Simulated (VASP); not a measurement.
# KCl in VASP: notebook

The runs below take KCl through electric field gradients, with PBE.

Program: VASP 6.6.1. These are calculated values, not measurements. Logs are shortened: lines on timing, memory, paths and dates and some standing lists are left out, and cuts for length are marked.

**1. The cell of the first run**

The structure is trigonal, space group R-3m (No. 166). Conventional cell: a = 5.165 Å, b = 5.165 Å, c = 6.231 Å, α = 90.00°, β = 90.00°, γ = 120.00°. Within 4.1 Å of K (site symmetry -3m) lie 8 Cl at 3.12 to 3.16 Å and 6 K at 3.63 Å. Within 4.1 Å of Cl (site symmetry -3m) lie 8 K at 3.12 to 3.16 Å and 6 Cl at 3.63 Å.

**2. Electric field gradients, PBE (equal xy, yz and zx shear strains of -1 %)**

The input, INCAR:

```
PREC     = Accurate       # precision mode
ENCUT    = 520            # plane-wave cutoff, eV
EDIFF    = 1E-8           # SCF threshold, eV
ISMEAR   = -1             # smearing method
SIGMA    = 0.02           # smearing width, eV
LREAL    = F              # projectors in reciprocal space
LASPH    = T              # aspherical terms in the spheres
NELM     = 80             # most SCF steps
ALGO     = Normal         # electronic algorithm
ISIF     = 2              # what is computed and relaxed
LWAVE    = F              # write WAVECAR
LCHARG   = F              # write CHGCAR
GGA      = PE             # functional
LEFG     = T            
NBANDS   = 15             # bands
```

The input, KPOINTS:

```
regular mesh
0
Gamma
  7 7 7
```

The input, POSCAR:

```
KCl
1.0
    3.6340000000     -0.0181700000     -0.0181700000
   -0.0181700000      3.6340000000     -0.0181700000
   -0.0181700000     -0.0181700000      3.6340000000
K Cl
1 1
Direct
    0.0000000000      0.0000000000      0.0000000000
    0.5000000000      0.5000000000      0.5000000000
```

Potentials or basis: VASP PAW PBE potentials, release 64 (K_sv, Cl).

Launch:

```bash
cat potpaw_PBE.64/K_sv/POTCAR potpaw_PBE.64/Cl/POTCAR > POTCAR
mpirun -np 1 vasp_std > vasp.out
```

OUTCAR:

```text
PREC = Accurate
   ENCUT = 520
   EDIFF = 1E-8
   ISMEAR = -1
   LREAL = F
   LASPH = T
   NELM = 80
   ISIF = 2
   GGA = PE

 ion  position               nearest neighbor table
   1  0.000  0.000  0.000-   2 3.12   2 3.12   2 3.16   2 3.16   2 3.16   2 3.16   2 3.16   2 3.16

   2  0.500  0.500  0.500-   1 3.12   1 3.12   1 3.16   1 3.16   1 3.16   1 3.16   1 3.16   1 3.16

  LATTYP: Found a trigonal (rhomboedric) cell.
 ALAT       =     3.6340908489
 COS(alpha) =    -0.0099745013

  Lattice vectors:

 A1 = (   3.6340000000,  -0.0181700000,  -0.0181700000)
 A2 = (  -0.0181700000,   3.6340000000,  -0.0181700000)
 A3 = (  -0.0181700000,  -0.0181700000,   3.6340000000)

Analysis of symmetry for initial positions (statically):
=====================================================================
 Subroutine PRICEL returns:
 Original cell was already a primitive cell.

 Routine SETGRP: Setting up the symmetry group for a
 trigonal (rhombohedral) supercell.

 Subroutine GETGRP returns: Found 12 space group operations
 (whereof 12 operations were pure point group operations)
 out of a pool of 12 trial point group operations.

The static configuration has the point symmetry D_3d.

Analysis of symmetry for dynamics (positions and initial velocities):
=====================================================================
 Subroutine PRICEL returns:
 Original cell was already a primitive cell.

 Routine SETGRP: Setting up the symmetry group for a
 trigonal (rhombohedral) supercell.

 Subroutine GETGRP returns: Found 12 space group operations
 (whereof 12 operations were pure point group operations)
 out of a pool of 12 trial point group operations.

The dynamic configuration has the point symmetry D_3d.

 Subroutine INISYM returns: Found 12 space group operations
 (whereof 12 operations are pure point group operations),
 and found     1 'primitive' translations

----------------------------------------------------------------------------------------

                                     Primitive cell

  volume of cell :      47.9868

  direct lattice vectors                    reciprocal lattice vectors
     3.634000000 -0.018170000 -0.018170000     0.275192695  0.001382878  0.001382878
    -0.018170000  3.634000000 -0.018170000     0.001382878  0.275192695  0.001382878
    -0.018170000 -0.018170000  3.634000000     0.001382878  0.001382878  0.275192695

  length of vectors
     3.634090849  3.634090849  3.634090849     0.275199644  0.275199644  0.275199644

  position of ions in fractional coordinates (direct lattice)
     0.000000000  0.000000000  0.000000000
     0.500000000  0.500000000  0.500000000

  ion indices of the primitive-cell ions
   primitive index   ion index
                 1           1
                 2           2

----------------------------------------------------------------------------------------

 KPOINTS: regular mesh

Automatic generation of k-mesh.
 Grid dimensions read from file:
 generate k-points for:    7    7    7

 Generating k-lattice:

  Cartesian coordinates                     Fractional coordinates (reciprocal lattice)
     0.039313242  0.000197554  0.000197554     0.142857143 -0.000000000  0.000000000
     0.000197554  0.039313242  0.000197554    -0.000000000  0.142857143  0.000000000
     0.000197554  0.000197554  0.039313242     0.000000000  0.000000000  0.142857143

  Length of vectors
     0.039314235  0.039314235  0.039314235

  Shift w.r.t. Gamma in fractional coordinates (k-lattice)
     0.000000000  0.000000000  0.000000000

 Subroutine IBZKPT returns following result:
 ===========================================

 Found     44 irreducible k-points:

 Following reciprocal coordinates:
            Coordinates               Weight
  0.000000  0.000000  0.000000      1.000000
  0.142857 -0.000000 -0.000000      6.000000
  0.285714 -0.000000  0.000000      6.000000
  0.428571 -0.000000  0.000000      6.000000
  0.142857  0.142857  0.000000      6.000000
  0.285714  0.142857 -0.000000     12.000000
[... 16 lines left out ...]
  0.285714  0.285714  0.142857      6.000000
  0.428571  0.285714  0.142857     12.000000
 [... further k-points ...]
   k-points           NKPTS =     44   k-points in BZ     NKDIM =     44   number of bands    NBANDS=     15
   number of dos      NEDOS =    301   number of ions     NIONS =      2
   total plane-waves  NPLWV =  21952
   dimension x,y,z NGX =    28 NGY =   28 NGZ =   28
   dimension x,y,z NGXF=    56 NGYF=   56 NGZF=   56
   ions per type =               1   1
   NGX,Y,Z   is equivalent  to a cutoff of  12.81, 12.81, 12.81 a.u.
   NGXF,Y,Z  is equivalent  to a cutoff of  25.62, 25.62, 25.62 a.u.
 SYSTEM =  unknown system
   PREC   = accura    normal or accurate (medium, high low for compatibility)
   ISTART =      0    job   : 0-new  1-cont  2-samecut
   ICHARG =      2    charge: 1-file 2-atom 10-const
   ISPIN  =      1    spin polarized calculation?
   LNONCOLLINEAR =      F non collinear calculations
   LSORBIT =      F    spin-orbit coupling
   LASPH  =      T    aspherical Exc in radial PAW
   ENCUT  =  520.0 eV  38.22 Ry    6.18 a.u.   6.76  6.76  6.76*2*pi/ulx,y,z
   NELM   =     80;   NELMIN=  2; NELMDL= -5     # of ELM steps
   EDIFF  = 0.1E-07   stopping-criterion for ELM
   LREAL  =      F    real-space projection
   EDIFFG = 0.1E-06   stopping-criterion for IOM
   NSW    =      0    number of steps for IOM
   IBRION =     -1    ionic relax: 0-MD 1-quasi-New 2-CG
   NFREE  =      0    steps in history (QN), initial steepest desc. (CG)
   ISIF   =      2    stress and relaxation
   ISYM   =      2    0-nonsym 1-usesym 2-fastsym
   POTIM  = 0.5000    time-step for ionic-motion
   TEBEG  =    0.0;   TEEND  =   0.0 temperature during run
   PSTRESS=    0.0 pullay stress
   NELECT =      16.0000    total number of electrons
   NUPDOWN=      -1.0000    fix difference up-down
   EMIN   =  10.00;   EMAX   =-10.00  energy-range for DOS
   EFERMI =   0.00;   METHOD = LEGACY
   ISMEAR =    -1;   SIGMA  =   0.02  broadening in eV -4-tet -1-fermi 0-gaus
   EFERMI_NEDOS =   21; number of points for ismear=-14 and -15
   IALGO  =     38    algorithm
   IMIX   =      4    mixing-type and parameters
     AMIX     =   0.40;   BMIX     =  1.00
     AMIX_MAG =   1.60;   BMIX_MAG =  1.00
  volume/ion in A,a.u.               =      23.99       161.92
  Fermi-wavevector in a.u.,A,eV,Ry     =   1.135205  2.145226 17.533684  1.288689
  Thomas-Fermi vector in A             =   2.271909
   LORBIT       =      0    0 simple, 1 ext, 2 COOP (PROOUT), +10 PAW based schemes
   GGA     = PE    functional components
[... 5 lines left out ...]
 non-spin polarized calculation
  energy-cutoff  :      520.00
  volume of cell :       47.99
 maximum number of plane-waves:      1309
   NGX = 13   NGY = 13   NGZ = 13

 number of electron      16.0000000 magnetization

 Free energy of the ion-electron system (eV)
  ---------------------------------------------------
  ext. energy  EPLUGINS =         0.00000000
  ---------------------------------------------------
  free energy    TOTEN  =        -6.54926607 eV

  energy without entropy =       -6.54926607  energy(sigma->0) =       -6.54926607

 E-fermi :   0.5478     XC(G=0):  -8.8092

 val. band max:        0.0377708046   @ k =  -0.4286   0.4286   0.0000
 cond. band min:       5.6481701019   @ k =   0.0000   0.0000   0.0000
 fundamental gap:      5.6103992973
 Fermi energy:         0.5478006085

 k-point     1 :       0.0000    0.0000    0.0000
  band No.  band energies     occupation
      1     -27.7483      2.00000
      2     -12.8484      2.00000
      3     -11.0979      2.00000
      4     -11.0926      2.00000
      5     -11.0926      2.00000
      6      -0.1714      2.00000
      7      -0.1601      2.00000
      8      -0.1601      2.00000
      9       5.6482      0.00000
     10       6.4386      0.00000
     11       6.4386      0.00000
     12      11.0641      0.00000
     13      11.1629      0.00000
     14      11.1629      0.00000
     15      14.3309      0.00000

 k-point     2 :       0.1429   -0.0000   -0.0000
  band No.  band energies     occupation
      1     -27.7410      2.00000
      2     -12.8916      2.00000
      3     -11.0854      2.00000
      4     -11.0824      2.00000
      5     -11.0631      2.00000
      6      -0.6407      2.00000
      7      -0.1818      2.00000
      8      -0.1687      2.00000
      9       6.1661      0.00000
     10       6.6292      0.00000
     11       6.9896      0.00000
     12      11.0366      0.00000
     13      11.0790      0.00000
     14      11.2539      0.00000
     15      13.4619      0.00000

 k-point     3 :       0.2857   -0.0000    0.0000
  band No.  band energies     occupation
      1     -27.7247      2.00000
      2     -12.9931      2.00000
      3     -11.0621      2.00000
      4     -11.0592      2.00000
      5     -10.9794      2.00000
      6      -1.5061      2.00000
      7      -0.2153      2.00000
      8      -0.1897      2.00000
      9       7.1728      0.00000
     10       7.2681      0.00000
     11       8.2545      0.00000
     12      10.9908      0.00000
     13      11.0204      0.00000
     14      11.5501      0.00000
     15      11.8432      0.00000
[... 343 lines left out ...]
 k-point    23 :       0.2857    0.2857    0.1429
  band No.  band energies     occupation
      1     -27.6959      2.00000
      2     -12.7980      2.00000
      3     -11.3094      2.00000
      4     -11.1336      2.00000
      5     -10.9871      2.00000
      6      -1.2824      2.00000
      7      -1.0445      2.00000
      8      -0.4544      2.00000
      9       7.8063      0.00000
     10       8.3733      0.00000
     11       9.1528      0.00000
     12       9.9062      0.00000
     13       9.9563      0.00000
     14      10.5453      0.00000
     15      13.6404      0.00000

 k-point    24 :       0.4286    0.2857    0.1429
  band No.  band energies     occupation
      1     -27.6838      2.00000
      2     -12.7091      2.00000
      3     -11.3189      2.00000
      4     -11.1682      2.00000
      5     -11.0848      2.00000
      6      -1.6052      2.00000
      7      -1.0346      2.00000
      8      -0.3844      2.00000
      9       7.5115      0.00000
     10       8.4666      0.00000
     11       9.1169      0.00000
     12       9.7435      0.00000
     13      10.6230      0.00000
     14      11.0771      0.00000
     15      13.2943      0.00000

 [... further k-points ...]
[... 5 lines left out ...]
  --------------------------------------------------------------------------------------
  -------------------------------------------------------------------------------------
  Total        1.3607163      1.3607163      1.3607163      0.0496139      0.0496139      0.0496139
  in kB       45.4313951     45.4313951     45.4313951      1.6565019      1.6565019      1.6565019
  external PRESSURE =      45.4313951 kB  Pullay stress =       0.0000000 kB

 VOLUME and BASIS-vectors are now :
 -----------------------------------------------------------------------------
  energy-cutoff  :      520.00
  volume of cell :       47.99
      direct lattice vectors                 reciprocal lattice vectors
     3.634000000 -0.018170000 -0.018170000     0.275192695  0.001382878  0.001382878
    -0.018170000  3.634000000 -0.018170000     0.001382878  0.275192695  0.001382878
    -0.018170000 -0.018170000  3.634000000     0.001382878  0.001382878  0.275192695

 POSITION                                       TOTAL-FORCE (eV/Angst)
 -----------------------------------------------------------------------------------
      0.00000      0.00000      0.00000        -0.000000     -0.000000      0.000000
      1.79883      1.79883      1.79883         0.000000      0.000000     -0.000000
 -----------------------------------------------------------------------------------
    total drift:                               -0.000000      0.000000      0.000000

  FREE ENERGIE OF THE ION-ELECTRON SYSTEM (eV)
  ---------------------------------------------------
  free  energy   TOTEN  =        -6.5492660745 eV

  energy  without entropy=       -6.5492660745  energy(sigma->0) =       -6.54926607

 Electric field gradients (V/A^2)
---------------------------------------------------------------------
 ion       V_xx      V_yy      V_zz      V_xy      V_xz      V_yz
---------------------------------------------------------------------
   1      -0.000     0.000    -0.000    -1.253    -1.253    -1.253
   2       0.000     0.000    -0.000    -0.405    -0.405    -0.405
---------------------------------------------------------------------

 Electric field gradients after diagonalization (V/A^2)
 (convention: |V_zz| > |V_xx| > |V_yy|)
----------------------------------------------------------------------
 ion       V_xx      V_yy      V_zz     asymmetry (V_yy - V_xx)/ V_zz
----------------------------------------------------------------------
   1       1.253     1.253    -2.505       0.000
   2       0.405     0.405    -0.810       0.000
----------------------------------------------------------------------

           NMR quadrupolar parameters

 Cq : quadrupolar parameter    Cq=e*Q*V_zz/h
 eta: asymmetry parameters     (V_yy - V_xx)/ V_zz
 Q  : nuclear electric quadrupole moment in mb (millibarn)
----------------------------------------------------------------------
 ion       Cq(MHz)       eta       Q (mb)
----------------------------------------------------------------------
   1      -0.006       0.000       1.000
   2      -0.002       0.000       1.000
----------------------------------------------------------------------
```

Wall time 60 s (1 thread of AMD EPYC 7R13, shared host); peak memory 0.14 GiB.

Results:

```yaml
Free_energy: -6.5493 eV
Pressure: 4.5 GPa
Band_gap_on_the_k_mesh: 5.61 eV, indirect (least direct gap 5.81 eV)
```

Electric field gradients, principal values (V/Å²):
| atom | least | middle | greatest (by size) |
| --- | --- | --- | --- |
| 1 K | 1.253 | 1.253 | -2.505 |
| 2 Cl | 0.405 | 0.405 | -0.810 |

Caveat: the cell differs from its parent crystal (equal xy, yz and zx shear strains of -1 %); without QUAD_EFG the Cq values of the log hold for a quadrupole moment of 1 mb, not for the nuclei. A k mesh can miss the band edges.

[end of part 1 of 2]
